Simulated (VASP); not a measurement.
# LaTiCdO4 (P4/nmm) in VASP: single point with r2SCAN

Aim: the single point of LaTiCdO4 with r2SCAN.

Everything below comes from runs of VASP 6.6.1. Logs are shortened: lines on timing, memory, paths and dates and some standing lists are left out, and cuts for length are marked.

### 1 The cell of the first run

Symmetry: P4/nmm, No. 129, tetragonal system. Conventional cell: a = 3.839 Å, b = 3.839 Å, c = 13.599 Å, α = 90.00°, β = 90.00°, γ = 90.00°. Within 2.8 Å of O (site symmetry 2mm) lie 2 Ti at 1.98 Å and 2 La at 2.63 Å and 4 O at 2.71 Å. O (site symmetry 4mm) has 5 La at 2.53 to 2.75 Å and 1 Ti at 2.71 Å and 8 O at 2.94 to 3.43 Å within 3.5 Å. Within 2.3 Å of O (site symmetry 4mm) lie 1 Ti at 1.74 Å. Within 3.2 Å of Cd (site symmetry 4mm) lie 9 O at 2.40 to 3.09 Å. Within 3.3 Å of La (site symmetry 4mm) lie 9 O at 2.53 to 2.75 Å. Ti (site symmetry 4mm) has 5 O at 1.74 to 1.98 Å within 2.3 Å.

### 2 Single point, r2SCAN

POSCAR reads:

```
LaTiCdO4
1.0
    3.8385265600      0.0000000000      0.0000000000
    0.0000000000      3.8385265600      0.0000000000
    0.0000000000      0.0000000000     13.5990484800
O Cd La Ti
8 2 2 2
Direct
    0.0000000000      0.0000000000      0.2410000000
    0.5000000000      0.5000000000      0.2410000000
    0.5000000000      0.5000000000      0.7590000000
    0.0000000000      0.0000000000      0.7590000000
    0.0000000000      0.5000000000      0.0770000000
    0.5000000000      0.0000000000      0.9230000000
    0.0000000000      0.5000000000      0.4040000000
    0.5000000000      0.0000000000      0.5960000000
    0.0000000000      0.5000000000      0.5806000000
    0.5000000000      0.0000000000      0.4194000000
    0.0000000000      0.5000000000      0.8908000000
    0.5000000000      0.0000000000      0.1092000000
    0.0000000000      0.5000000000      0.2760000000
    0.5000000000      0.0000000000      0.7240000000
```

INCAR.step1 reads:

```
SYSTEM = LaTiCdO4
PREC = Accurate
ENCUT = 660
ISMEAR = 1
SIGMA = 0.1264
LREAL = .FALSE.
LASPH = .TRUE.
NELM = 200
NBANDS = 72
GGA = PE
ALGO = Normal
EDIFF = 1E-5
LWAVE = .TRUE.
LCHARG = .FALSE.
GGA_COMPAT = .FALSE.
LMAXMIX = 6
KPAR = 4
```

INCAR.step2 reads:

```
SYSTEM = LaTiCdO4
PREC = Accurate
ENCUT = 660
EDIFF = 1E-6
ISMEAR = 1
SIGMA = 0.1264
LREAL = .FALSE.
LASPH = .TRUE.
NELM = 200
ALGO = Normal
ISIF = 2
LWAVE = .FALSE.
LCHARG = .FALSE.
METAGGA = R2SCAN
LMIXTAU = .TRUE.
NBANDS = 72
ISTART = 1
GGA_COMPAT = .FALSE.
LMAXMIX = 6
KPAR = 4
```

KPOINTS reads:

```
Automatic mesh
0
G
  9 9 3
  0 0 0
```

Potentials or basis: VASP PAW PBE potentials, release 64 (O, Cd, La, Ti_sv).

On the command line:

```
$ cat potpaw_PBE.64/O/POTCAR potpaw_PBE.64/Cd/POTCAR potpaw_PBE.64/La/POTCAR potpaw_PBE.64/Ti_sv/POTCAR > POTCAR
$ cp INCAR.step1 INCAR
$ mpirun -np 4 vasp_std > vasp.out
$ cp INCAR.step2 INCAR
$ mpirun -np 4 vasp_std > vasp.out
```

OUTCAR:

```text
SYSTEM = LaTiCdO4
   PREC = Accurate
   ENCUT = 660
   EDIFF = 1E-6
   ISMEAR = 1
   LREAL = .FALSE.
   LASPH = .TRUE.
   NELM = 200
   ISIF = 2
   METAGGA = R2SCAN
   ISTART = 1

 ion  position               nearest neighbor table
   1  0.000  0.000  0.241-  13 1.98  13 1.98  12 2.63  12 2.63
   2  0.500  0.500  0.241-  13 1.98  13 1.98  12 2.63  12 2.63
   3  0.500  0.500  0.759-  14 1.98  14 1.98  11 2.63  11 2.63
   4  0.000  0.000  0.759-  14 1.98  14 1.98  11 2.63  11 2.63
   5  0.000  0.500  0.077-  11 2.53  12 2.75  12 2.75  12 2.75  12 2.75
   6  0.500  0.000  0.923-  12 2.53  11 2.75  11 2.75  11 2.75  11 2.75
   7  0.000  0.500  0.404-  13 1.74   9 2.40  10 2.72  10 2.72  10 2.72  10 2.72
   8  0.500  0.000  0.596-  14 1.74  10 2.40   9 2.72   9 2.72   9 2.72   9 2.72
   9  0.000  0.500  0.581-   7 2.40   8 2.72   8 2.72   8 2.72   8 2.72  14 3.34  14 3.34  14 3.34
                            14 3.34  10 3.49  10 3.49  10 3.49  10 3.49
  10  0.500  0.000  0.419-   8 2.40   7 2.72   7 2.72   7 2.72   7 2.72  13 3.34  13 3.34  13 3.34
                            13 3.34   9 3.49   9 3.49   9 3.49   9 3.49
  11  0.000  0.500  0.891-   5 2.53   4 2.63   3 2.63   4 2.63   3 2.63   6 2.75   6 2.75   6 2.75
                             6 2.75
  12  0.500  0.000  0.109-   6 2.53   2 2.63   1 2.63   2 2.63   1 2.63   5 2.75   5 2.75   5 2.75
                             5 2.75
  13  0.000  0.500  0.276-   7 1.74   2 1.98   1 1.98   1 1.98   2 1.98  10 3.34  10 3.34  10 3.34
                            10 3.34
  14  0.500  0.000  0.724-   8 1.74   4 1.98   3 1.98   3 1.98   4 1.98   9 3.34   9 3.34   9 3.34
                             9 3.34

  LATTYP: Found a simple tetragonal cell.
 ALAT       =     3.8385265600
 C/A-ratio  =     3.5427782685

  Lattice vectors:

 A1 = (   3.8385265600,   0.0000000000,   0.0000000000)
 A2 = (   0.0000000000,   3.8385265600,   0.0000000000)
 A3 = (   0.0000000000,   0.0000000000,  13.5990484800)

Analysis of symmetry for initial positions (statically):
=====================================================================
 Subroutine PRICEL returns:
 Original cell was already a primitive cell.

 Routine SETGRP: Setting up the symmetry group for a
 simple tetragonal supercell.

 Subroutine GETGRP returns: Found 16 space group operations
 (whereof  8 operations were pure point group operations)
 out of a pool of 16 trial point group operations.

The static configuration has the point symmetry D_2d.
 The point group associated with its full space group is D_4h.

Analysis of symmetry for dynamics (positions and initial velocities):
=====================================================================
 Subroutine PRICEL returns:
 Original cell was already a primitive cell.

 Routine SETGRP: Setting up the symmetry group for a
 simple tetragonal supercell.

 Subroutine GETGRP returns: Found 16 space group operations
 (whereof  8 operations were pure point group operations)
 out of a pool of 16 trial point group operations.

The dynamic configuration has the point symmetry D_2d.
 The point group associated with its full space group is D_4h.

 Subroutine INISYM returns: Found 16 space group operations
 (whereof  8 operations are pure point group operations),
 and found     1 'primitive' translations

----------------------------------------------------------------------------------------

                                     Primitive cell

  volume of cell :     200.3723

  direct lattice vectors                    reciprocal lattice vectors
     3.838526560  0.000000000  0.000000000     0.260516629  0.000000000  0.000000000
     0.000000000  3.838526560  0.000000000     0.000000000  0.260516629  0.000000000
     0.000000000  0.000000000 13.599048480     0.000000000  0.000000000  0.073534557

  length of vectors
     3.838526560  3.838526560 13.599048480     0.260516629  0.260516629  0.073534557

  position of ions in fractional coordinates (direct lattice)
     0.000000000  0.000000000  0.241000000
     0.500000000  0.500000000  0.241000000
     0.500000000  0.500000000  0.759000000
     0.000000000  0.000000000  0.759000000
     0.000000000  0.500000000  0.077000000
     0.500000000  0.000000000  0.923000000
     0.000000000  0.500000000  0.404000000
     0.500000000  0.000000000  0.596000000
     0.000000000  0.500000000  0.580600000
     0.500000000  0.000000000  0.419400000
     0.000000000  0.500000000  0.890800000
     0.500000000  0.000000000  0.109200000
[... 37 lines left out ...]

  Shift w.r.t. Gamma in fractional coordinates (k-lattice)
     0.000000000  0.000000000  0.000000000

 Subroutine IBZKPT returns following result:
 ===========================================

 Found     30 irreducible k-points:

 Following reciprocal coordinates:
            Coordinates               Weight
  0.000000  0.000000  0.000000      1.000000
  0.111111  0.000000  0.000000      4.000000
  0.222222  0.000000  0.000000      4.000000
  0.333333  0.000000  0.000000      4.000000
  0.444444  0.000000  0.000000      4.000000
  0.111111  0.111111  0.000000      4.000000
[... 16 lines left out ...]
  0.333333  0.111111  0.333333     16.000000
  0.444444  0.111111  0.333333     16.000000
 [... further k-points ...]
   k-points           NKPTS =     30   k-points in BZ     NKDIM =     30   number of bands    NBANDS=     72
   number of dos      NEDOS =    301   number of ions     NIONS =     14
   total plane-waves  NPLWV = 122880
   dimension x,y,z NGX =    32 NGY =   32 NGZ =  120
   dimension x,y,z NGXF=    64 NGYF=   64 NGZF=  240
   ions per type =               8   2   2   2
   NGX,Y,Z   is equivalent  to a cutoff of  13.86, 13.86, 14.67 a.u.
   NGXF,Y,Z  is equivalent  to a cutoff of  27.72, 27.72, 29.34 a.u.
 SYSTEM =  LaTiCdO4
   PREC   = accura    normal or accurate (medium, high low for compatibility)
   ISTART =      1    job   : 0-new  1-cont  2-samecut
   ICHARG =      0    charge: 1-file 2-atom 10-const
   ISPIN  =      1    spin polarized calculation?
   LNONCOLLINEAR =      F non collinear calculations
   LSORBIT =      F    spin-orbit coupling
   LASPH  =      T    aspherical Exc in radial PAW
   ENCUT  =  660.0 eV  48.51 Ry    6.96 a.u.   8.04  8.04 28.49*2*pi/ulx,y,z
   NELM   =    200;   NELMIN=  2; NELMDL=  0     # of ELM steps
   EDIFF  = 0.1E-05   stopping-criterion for ELM
   LREAL  =      F    real-space projection
   EDIFFG = 0.1E-04   stopping-criterion for IOM
   NSW    =      0    number of steps for IOM
   IBRION =     -1    ionic relax: 0-MD 1-quasi-New 2-CG
   NFREE  =      0    steps in history (QN), initial steepest desc. (CG)
   ISIF   =      2    stress and relaxation
   ISYM   =      2    0-nonsym 1-usesym 2-fastsym
   POTIM  = 0.5000    time-step for ionic-motion
   TEBEG  =    0.0;   TEEND  =   0.0 temperature during run
   PSTRESS=    0.0 pullay stress
   NELECT =     118.0000    total number of electrons
   NUPDOWN=      -1.0000    fix difference up-down
   EMIN   =  10.00;   EMAX   =-10.00  energy-range for DOS
   EFERMI =   0.00;   METHOD = LEGACY
   ISMEAR =     1;   SIGMA  =   0.13  broadening in eV -4-tet -1-fermi 0-gaus
   EFERMI_NEDOS =   21; number of points for ismear=-14 and -15
   IALGO  =     38    algorithm
   IMIX   =      4    mixing-type and parameters
     AMIX     =   0.40;   BMIX     =  1.00
     AMIX_MAG =   1.60;   BMIX_MAG =  1.00
  volume/ion in A,a.u.               =      14.31        96.58
  Fermi-wavevector in a.u.,A,eV,Ry     =   1.372218  2.593115 25.619511  1.882981
  Thomas-Fermi vector in A             =   2.497844
   LORBIT       =      0    0 simple, 1 ext, 2 COOP (PROOUT), +10 PAW based schemes
   METAGGA = R2SCAN    functional components
   LHFCALC =     F    Hartree Fock is set to
   AEXX    =    0.0000 exact exchange contribution
   IVDW    =     0    specifies the selected vdW correction
   LEPSILON=     F    determine dielectric tensor
   LRPA    =     F    only Hartree local field effects (RPA)
 non-spin polarized calculation
 Methfessel and Paxton  Order N= 1 SIGMA  =   0.13
  energy-cutoff  :      660.00
  volume of cell :      200.37
 maximum number of plane-waves:      7772
   NGX = 17   NGY = 17   NGZ = 57

 number of electron     118.0000004 magnetization

 Free energy of the ion-electron system (eV)
  ---------------------------------------------------
  ext. energy  EPLUGINS =         0.00000000
  ---------------------------------------------------
  free energy    TOTEN  =      -212.47320198 eV

  energy without entropy =     -212.46454613  energy(sigma->0) =     -212.47031670

 E-fermi :   6.8658     XC(G=0): -11.4482

 val. band max:        6.8654170690   @ k =   0.2222   0.0000   0.0000
 cond. band min:       6.8823305152   @ k =   0.4444   0.3333   0.0000
 fundamental gap:      0.0169134461
 Fermi energy:         6.8657680159

 k-point     1 :       0.0000    0.0000    0.0000
  band No.  band energies     occupation
      1     -54.3922      2.00000
      2     -54.3922      2.00000
      3     -29.8200      2.00000
      4     -29.8198      2.00000
      5     -29.5518      2.00000
      6     -29.5518      2.00000
[... 1765 lines left out ...]
     70       8.8323     -0.00000
     71       8.9277     -0.00000

 [... further k-points ...]

 [bands above 71 left out]

------------------------ aborting loop because EDIFF is reached ----------------------------------------

  FORCE on cell =-STRESS in cart. coord.  units (eV):
  Direction    XX          YY          ZZ          XY          YZ          ZX
  --------------------------------------------------------------------------------------
  -------------------------------------------------------------------------------------
  Total       -8.7799323     -8.7799323     -2.8560658      0.0000000      0.0000000      0.0000000
  in kB      -70.2043667    -70.2043667    -22.8371113      0.0000000      0.0000000      0.0000000
  external PRESSURE =     -54.4152816 kB  Pullay stress =       0.0000000 kB

 VOLUME and BASIS-vectors are now :
 -----------------------------------------------------------------------------
  energy-cutoff  :      660.00
  volume of cell :      200.37
      direct lattice vectors                 reciprocal lattice vectors
     3.838526560  0.000000000  0.000000000     0.260516629  0.000000000  0.000000000
     0.000000000  3.838526560  0.000000000     0.000000000  0.260516629  0.000000000
     0.000000000  0.000000000 13.599048480     0.000000000  0.000000000  0.073534557

 POSITION                                       TOTAL-FORCE (eV/Angst)
 -----------------------------------------------------------------------------------
      0.00000      0.00000      3.27737        -0.000000     -0.000000     -0.439307
      1.91926      1.91926      3.27737        -0.000000     -0.000000     -0.439307
      1.91926      1.91926     10.32168         0.000000      0.000000      0.439307
      0.00000      0.00000     10.32168        -0.000000     -0.000000      0.439307
      0.00000      1.91926      1.04713        -0.000000     -0.000000     -0.872297
      1.91926      0.00000     12.55192         0.000000     -0.000000      0.872297
      0.00000      1.91926      5.49402         0.000000     -0.000000      0.644698
      1.91926      0.00000      8.10503        -0.000000     -0.000000     -0.644698
      0.00000      1.91926      7.89561        -0.000000     -0.000000     -0.319967
      1.91926      0.00000      5.70344        -0.000000      0.000000      0.319967
      0.00000      1.91926     12.11403        -0.000000     -0.000000     -0.762228
      1.91926      0.00000      1.48502        -0.000000      0.000000      0.762228
      0.00000      1.91926      3.75334         0.000000     -0.000000     -1.780655
      1.91926      0.00000      9.84571        -0.000000     -0.000000      1.780655
 -----------------------------------------------------------------------------------
    total drift:                                0.000000      0.000000      0.000000

  FREE ENERGIE OF THE ION-ELECTRON SYSTEM (eV)
  ---------------------------------------------------
  free  energy   TOTEN  =      -212.4732019817 eV

  energy  without entropy=     -212.4645461340  energy(sigma->0) =     -212.47031670
```

It took 16 min on 4 MPI ranks of Intel Xeon Platinum 8488C (Sapphire Rapids), shared host; peak memory 0.78 GiB.

What came out:

* Free energy: -212.4732 eV
* Pressure: -5.4 GPa
* Largest force: 1.781 eV/Å
* Band gap on the k mesh: zero (bands 59 and 60 overlap by 0.75 eV)

Forces on the atoms (eV/Å):
```
O    0.000  0.000 -0.439
O    0.000  0.000 -0.439
O    0.000  0.000  0.439
O    0.000  0.000  0.439
O    0.000  0.000 -0.872
O    0.000  0.000  0.872
O    0.000  0.000  0.645
O    0.000  0.000 -0.645
Cd   0.000  0.000 -0.320
Cd   0.000  0.000  0.320
La   0.000  0.000 -0.762
La   0.000  0.000  0.762
Ti   0.000  0.000 -1.781
Ti   0.000  0.000  1.781
```

Stress tensor (GPa, compression positive):
```
-7.02  0.00  0.00
 0.00 -7.02  0.00
 0.00  0.00 -2.28
```

Levels at points of the mesh, in eV from the Fermi level:
```
           k point  band 55  band 56  band 57  band 58  band 59  band 60  band 61  band 62  band 63  band 64
(0.00, 0.00, 0.00)    -3.39    -3.39    -3.37    -3.37    -2.23    -0.60    -0.11    -0.11     0.16     1.51
```

Caveat: the cell stands under tension; the PAW data sets were made with another functional, which shifts forces and pressure a little; spin-orbit coupling is left out, which moves the levels of the heavy elements; semilocal functionals often make such compounds metallic where correlation or magnetic order opens a gap, which also shifts bond lengths.
